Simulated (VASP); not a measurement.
# In7GaP8 (P1) in VASP: single point with PBEsol

Aim: the single point of In7GaP8 with PBEsol.

Everything below comes from runs of VASP 6.6.1. Logs are shortened: lines on timing, memory, paths and dates and some standing lists are left out, and cuts for length are marked.

## Step 1: The cell of the first run

The typed cell holds 64 atoms: a = 11.645 Å, b = 11.645 Å, c = 11.645 Å, α = 90.00°, β = 90.00°, γ = 90.00°.

## Step 2: Single point, PBEsol

File INCAR:

```
PREC = Accurate
ENCUT = 500
EDIFF = 1E-6
ISMEAR = -1
SIGMA = 0.05
LREAL = Auto
LASPH = True
NELM = 120
ALGO = Normal
ISIF = 2
LWAVE = False
LCHARG = False
GGA = PS
ISYM = -1
NBANDS = 326
GGA_COMPAT = False
```

File KPOINTS:

```
explicit points
1
Reciprocal
  0.25000000   0.25000000   0.25000000 1
```

File POSCAR:

```
In7GaP8
1.0
   11.6454347745      0.0000000000      0.0000000000
    0.0000000000     11.6454347745      0.0000000000
    0.0000000000      0.0000000000     11.6454347745
In Ga P
28 4 32
Direct
    0.0002640000      0.0028230000      0.9978880000
    0.0005670000      0.4971750000      0.9977300000
    0.5008900000      0.0025040000      0.0031130000
    0.5003510000      0.0024790000      0.4980040000
    0.5003800000      0.4976430000      0.0029280000
    0.5007070000      0.4975560000      0.4978730000
    0.2500860000      0.2505830000      0.9999320000
    0.2458870000      0.2500650000      0.5004680000
    0.2502120000      0.7495100000      0.0004840000
    0.2454350000      0.7504570000      0.5009360000
    0.7507940000      0.2503100000      0.0003990000
    0.7543680000      0.2504960000      0.5004020000
    0.7510250000      0.7507790000      0.0007650000
    0.7552290000      0.7494780000      0.5010570000
    0.2502000000      0.0028530000      0.2534840000
    0.2456450000      0.0023590000      0.7477890000
    0.2502940000      0.4980470000      0.2529600000
    0.2453830000      0.4973510000      0.7478890000
    0.7507260000      0.0028060000      0.2529790000
    0.7551010000      0.0028360000      0.7485350000
    0.7506860000      0.4975030000      0.2532240000
    0.7551420000      0.4980200000      0.7480390000
    0.0009860000      0.2498690000      0.2553390000
    0.0008610000      0.7501500000      0.2554190000
    0.0006580000      0.7499450000      0.7454520000
    0.5003060000      0.2500230000      0.7504840000
    0.5003960000      0.7502520000      0.2507330000
    0.5003010000      0.7501950000      0.7504460000
    0.9997980000      0.0022980000      0.5023890000
    0.0000020000      0.4969830000      0.5022210000
    0.0001010000      0.2494380000      0.7446300000
    0.4998000000      0.2497810000      0.2502430000
    0.1248120000      0.1262330000      0.1263380000
    0.1122830000      0.1248350000      0.6232940000
    0.1249540000      0.6233630000      0.1257620000
    0.1174940000      0.6171300000      0.6175490000
    0.6206470000      0.1321570000      0.1325130000
    0.6263320000      0.1260610000      0.6247250000
    0.6266080000      0.6244510000      0.1266190000
    0.6267570000      0.6236030000      0.6241590000
    0.3798250000      0.3681260000      0.1323970000
    0.3742310000      0.3737160000      0.6245810000
    0.3738360000      0.8755370000      0.1266030000
    0.3734760000      0.8761540000      0.6239780000
    0.8761460000      0.3735660000      0.1267460000
    0.8877720000      0.3745710000      0.6240860000
    0.8755350000      0.8764970000      0.1261560000
    0.8823620000      0.8821310000      0.6185380000
    0.3799860000      0.1335850000      0.3701580000
    0.3740890000      0.1241770000      0.8742540000
    0.3740000000      0.6262420000      0.3761640000
    0.3733230000      0.6216890000      0.8745660000
    0.8821560000      0.1186000000      0.3826680000
    0.8817140000      0.1339240000      0.8678830000
    0.8816820000      0.6156360000      0.3831590000
    0.8760210000      0.6261650000      0.8740730000
    0.1185650000      0.3818280000      0.3824480000
    0.1181810000      0.3655400000      0.8670380000
    0.1190550000      0.8846140000      0.3835270000
    0.1245240000      0.8737130000      0.8739410000
    0.6199490000      0.3658920000      0.3692140000
    0.6263680000      0.3754460000      0.8740710000
    0.6267320000      0.8736880000      0.3759830000
    0.6270890000      0.8777810000      0.8748530000
```

Potentials or basis: VASP PAW PBE potentials, release 64 (In_d, Ga_d, P).

On the command line:

```bash
$ cat potpaw_PBE.64/In_d/POTCAR potpaw_PBE.64/Ga_d/POTCAR potpaw_PBE.64/P/POTCAR > POTCAR
$ mpirun -np 1 vasp_std > vasp.out
```

OUTCAR:

```text
PREC = Accurate
   ENCUT = 500
   EDIFF = 1E-6
   ISMEAR = -1
   LREAL = Auto
   LASPH = True
   NELM = 120
   ISIF = 2
   GGA = PS
   ISYM = -1

 ion  position               nearest neighbor table
   1  0.000  0.003  0.998-  33 2.53  60 2.54  47 2.55  54 2.56
   2  0.001  0.497  0.998-  45 2.54  56 2.54  35 2.55  58 2.56
   3  0.501  0.003  0.003-  50 2.54  43 2.54  37 2.55  64 2.55
   4  0.500  0.002  0.498-  38 2.53  63 2.54  44 2.55  49 2.55
   5  0.500  0.498  0.003-  39 2.53  62 2.54  52 2.55  41 2.55
   6  0.501  0.498  0.498-  42 2.54  51 2.54  40 2.54  61 2.55
[... 56 lines left out ...]
  63  0.627  0.874  0.376-  27 2.52  19 2.53   4 2.54  14 2.54
  64  0.627  0.878  0.875-  13 2.53  28 2.55   3 2.55  20 2.55

IMPORTANT INFORMATION: All symmetrisations will be switched off!
NOSYMM: (Re-)initialisation of all symmetry stuff for point group C_1.

----------------------------------------------------------------------------------------

                                     Primitive cell

  volume of cell :    1579.3090

  direct lattice vectors                    reciprocal lattice vectors
    11.645434774  0.000000000  0.000000000     0.085870560  0.000000000  0.000000000
     0.000000000 11.645434774  0.000000000     0.000000000  0.085870560  0.000000000
     0.000000000  0.000000000 11.645434774     0.000000000  0.000000000  0.085870560

  length of vectors
    11.645434774 11.645434774 11.645434774     0.085870560  0.085870560  0.085870560

  position of ions in fractional coordinates (direct lattice)
     0.000264000  0.002823000  0.997888000
     0.000567000  0.497175000  0.997730000
     0.500890000  0.002504000  0.003113000
     0.500351000  0.002479000  0.498004000
     0.500380000  0.497643000  0.002928000
     0.500707000  0.497556000  0.497873000
[... 56 lines left out ...]
     0.626732000  0.873688000  0.375983000
     0.627089000  0.877781000  0.874853000

  ion indices of the primitive-cell ions
   primitive index   ion index
                 1           1
                 2           2
                 3           3
                 4           4
                 5           5
                 6           6
[... 56 lines left out ...]
                63          63
                64          64

----------------------------------------------------------------------------------------

 KPOINTS: explicit points

Read explicit list of k-points.

 Found      1 k-points:

 Following reciprocal coordinates:
            Coordinates               Weight
  0.250000  0.250000  0.250000      1.000000
   k-points           NKPTS =      1   k-points in BZ     NKDIM =      1   number of bands    NBANDS=    326
   number of dos      NEDOS =    301   number of ions     NIONS =     64
   total plane-waves  NPLWV = 729000
   dimension x,y,z NGX =    90 NGY =   90 NGZ =   90
   dimension x,y,z NGXF=   180 NGYF=  180 NGZF=  180
   ions per type =              28   4  32
   NGX,Y,Z   is equivalent  to a cutoff of  12.85, 12.85, 12.85 a.u.
   NGXF,Y,Z  is equivalent  to a cutoff of  25.70, 25.70, 25.70 a.u.
 SYSTEM =  unknown system
   PREC   = accura    normal or accurate (medium, high low for compatibility)
   ISTART =      0    job   : 0-new  1-cont  2-samecut
   ICHARG =      2    charge: 1-file 2-atom 10-const
   ISPIN  =      1    spin polarized calculation?
   LNONCOLLINEAR =      F non collinear calculations
   LSORBIT =      F    spin-orbit coupling
   LASPH  =      T    aspherical Exc in radial PAW
   ENCUT  =  500.0 eV  36.75 Ry    6.06 a.u.  21.23 21.23 21.23*2*pi/ulx,y,z
   NELM   =    120;   NELMIN=  2; NELMDL= -5     # of ELM steps
   EDIFF  = 0.1E-05   stopping-criterion for ELM
   LREAL  =      T    real-space projection
   EDIFFG = 0.1E-04   stopping-criterion for IOM
   NSW    =      0    number of steps for IOM
   IBRION =     -1    ionic relax: 0-MD 1-quasi-New 2-CG
   NFREE  =      0    steps in history (QN), initial steepest desc. (CG)
   ISIF   =      2    stress and relaxation
   ISYM   =     -1    0-nonsym 1-usesym 2-fastsym
   POTIM  = 0.5000    time-step for ionic-motion
   TEBEG  =    0.0;   TEEND  =   0.0 temperature during run
   PSTRESS=    0.0 pullay stress
   NELECT =     576.0000    total number of electrons
   NUPDOWN=      -1.0000    fix difference up-down
   EMIN   =  10.00;   EMAX   =-10.00  energy-range for DOS
   EFERMI =   0.00;   METHOD = LEGACY
   ISMEAR =    -1;   SIGMA  =   0.05  broadening in eV -4-tet -1-fermi 0-gaus
   EFERMI_NEDOS =   21; number of points for ismear=-14 and -15
   IALGO  =     38    algorithm
   IMIX   =      4    mixing-type and parameters
     AMIX     =   0.40;   BMIX     =  1.00
     AMIX_MAG =   1.60;   BMIX_MAG =  1.00
  volume/ion in A,a.u.               =      24.68       166.53
  Fermi-wavevector in a.u.,A,eV,Ry     =   1.169661  2.210338 18.614219  1.368106
  Thomas-Fermi vector in A             =   2.306130
   LORBIT       =      0    0 simple, 1 ext, 2 COOP (PROOUT), +10 PAW based schemes
   GGA     = PS    functional components
   LHFCALC =     F    Hartree Fock is set to
   AEXX    =    0.0000 exact exchange contribution
   IVDW    =     0    specifies the selected vdW correction
   LEPSILON=     F    determine dielectric tensor
   LRPA    =     F    only Hartree local field effects (RPA)
 non-spin polarized calculation
  energy-cutoff  :      500.00
  volume of cell :     1579.31
 maximum number of plane-waves:     40099
 NGX is ok and might be reduce to    84
   NGX = 43   NGY = 43   NGZ = 43

 number of electron     575.9999902 magnetization

 Free energy of the ion-electron system (eV)
  ---------------------------------------------------
  ext. energy  EPLUGINS =         0.00000000
  ---------------------------------------------------
  free energy    TOTEN  =      -295.53420596 eV

  energy without entropy =     -295.53420541  energy(sigma->0) =     -295.53420568

 E-fermi :   5.6228     XC(G=0):  -9.5170

 val. band max:        4.8088018793   @ k =   0.2500   0.2500   0.2500
 cond. band min:       6.4061867084   @ k =   0.2500   0.2500   0.2500
 fundamental gap:      1.5973848291
 Fermi energy:         5.6227741458

 k-point     1 :       0.2500    0.2500    0.2500
  band No.  band energies     occupation
      1      -9.6241      2.00000
      2      -9.6204      2.00000
      3      -9.6160      2.00000
      4      -9.5980      2.00000
      5      -9.5896      2.00000
      6      -9.5877      2.00000
[... 292 lines left out ...]
    299       7.3733      0.00000
    300       7.4016      0.00000
 [bands above 300 left out]

------------------------ aborting loop because EDIFF is reached ----------------------------------------

  FORCE on cell =-STRESS in cart. coord.  units (eV):
  Direction    XX          YY          ZZ          XY          YZ          ZX
  --------------------------------------------------------------------------------------
  -------------------------------------------------------------------------------------
  Total       -0.0374357     -0.2290895     -0.2760017     -3.9904568     -4.0091212     -4.0452059
  in kB       -0.0379778     -0.2324067     -0.2799982     -4.0482383     -4.0671730     -4.1037802
  external PRESSURE =      -0.1834609 kB  Pullay stress =       0.0000000 kB

 VOLUME and BASIS-vectors are now :
 -----------------------------------------------------------------------------
  energy-cutoff  :      500.00
  volume of cell :     1579.31
      direct lattice vectors                 reciprocal lattice vectors
    11.645434774  0.000000000  0.000000000     0.085870560  0.000000000  0.000000000
     0.000000000 11.645434774  0.000000000     0.000000000  0.085870560  0.000000000
     0.000000000  0.000000000 11.645434774     0.000000000  0.000000000  0.085870560

 POSITION                                       TOTAL-FORCE (eV/Angst)
 -----------------------------------------------------------------------------------
      0.00307      0.03288     11.62084        -0.006212     -0.005028      0.003677
      0.00660      5.78982     11.61900        -0.006477      0.002890      0.004585
      5.83308      0.02916      0.03625        -0.003062     -0.008061     -0.001100
      5.82680      0.02887      5.79947         0.002076     -0.002305      0.000722
      5.82714      5.79527      0.03410        -0.000136      0.007226     -0.001727
      5.83095      5.79426      5.79795        -0.002853     -0.003204     -0.002078
[... 56 lines left out ...]
      7.29857     10.17448      4.37849         0.006037      0.000303      0.001433
      7.30272     10.22214     10.18804         0.001879      0.004653     -0.004480
 -----------------------------------------------------------------------------------
    total drift:                                0.003565      0.001930      0.011779

  FREE ENERGIE OF THE ION-ELECTRON SYSTEM (eV)
  ---------------------------------------------------
  free  energy   TOTEN  =      -295.5342059559 eV

  energy  without entropy=     -295.5342054125  energy(sigma->0) =     -295.53420568
```

Run time: 19 min. Hardware: 1 thread of Intel Xeon Platinum 8124M at 3.00GHz (Skylake/Cascade Lake), shared host; peak memory 1.4 GiB.

What came out:

* Free energy: -295.5342 eV
* Pressure: 0.0 GPa
* Largest force: 0.017 eV/Å
* Band gap on the k mesh: 1.60 eV

Forces in eV/Å, atoms in the order of the input:
```
In  -0.006 -0.005  0.004
In  -0.006  0.003  0.005
In  -0.003 -0.008 -0.001
In   0.002 -0.002  0.001
In   0.000  0.007 -0.002
In  -0.003 -0.003 -0.002
In   0.004 -0.005  0.006
In   0.000 -0.002 -0.005
In   0.000  0.001  0.007
In   0.002 -0.006 -0.009
In  -0.007  0.004  0.007
In  -0.002 -0.010 -0.002
In   0.001  0.003  0.011
In  -0.005  0.006 -0.009
In   0.009 -0.005 -0.002
In   0.002 -0.004 -0.006
In   0.000  0.003 -0.002
In   0.007  0.009  0.003
In  -0.002 -0.006 -0.002
In  -0.006 -0.012 -0.002
In  -0.008  0.007 -0.002
In  -0.007  0.005 -0.006
In  -0.014  0.005  0.000
In  -0.008  0.000 -0.003
In  -0.009 -0.004 -0.008
In   0.005 -0.005 -0.004
In   0.005 -0.001  0.000
In   0.002 -0.002 -0.003
Ga  -0.005 -0.004 -0.010
Ga   0.000  0.002 -0.008
Ga  -0.007 -0.003 -0.001
Ga   0.000 -0.005  0.001
P    0.002  0.004 -0.003
P    0.001  0.000  0.011
P    0.004 -0.001  0.000
P   -0.004  0.000  0.001
P    0.003  0.001  0.002
P    0.000  0.009  0.003
P    0.005  0.000  0.001
P    0.002  0.000  0.007
P   -0.001  0.001  0.001
P   -0.003  0.000  0.002
P   -0.004  0.002  0.003
P   -0.006  0.003  0.007
P    0.009 -0.004  0.001
P    0.011  0.000  0.008
P    0.005  0.002  0.000
P    0.008  0.007  0.000
P    0.005  0.008 -0.005
P   -0.006  0.008  0.000
P   -0.006  0.002  0.000
P   -0.006 -0.005 -0.008
P    0.011  0.003  0.004
P    0.008  0.007 -0.001
P    0.010 -0.009  0.011
P    0.003  0.000  0.000
P    0.000  0.000  0.003
P   -0.004 -0.003 -0.005
P   -0.005  0.003  0.006
P    0.003 -0.001  0.001
P   -0.001  0.002 -0.005
P    0.007 -0.006  0.001
P    0.006  0.000  0.001
P    0.002  0.005 -0.004
```

Stress tensor (GPa, compression positive):
```
 0.00 -0.40 -0.41
-0.40 -0.02 -0.41
-0.41 -0.41 -0.03
```

Caveat: the PAW data sets were made with another functional, which shifts forces and pressure a little; spin-orbit coupling is left out, which moves the levels of the heavy elements; a shifted mesh leaves out Γ, where band edges can lie.
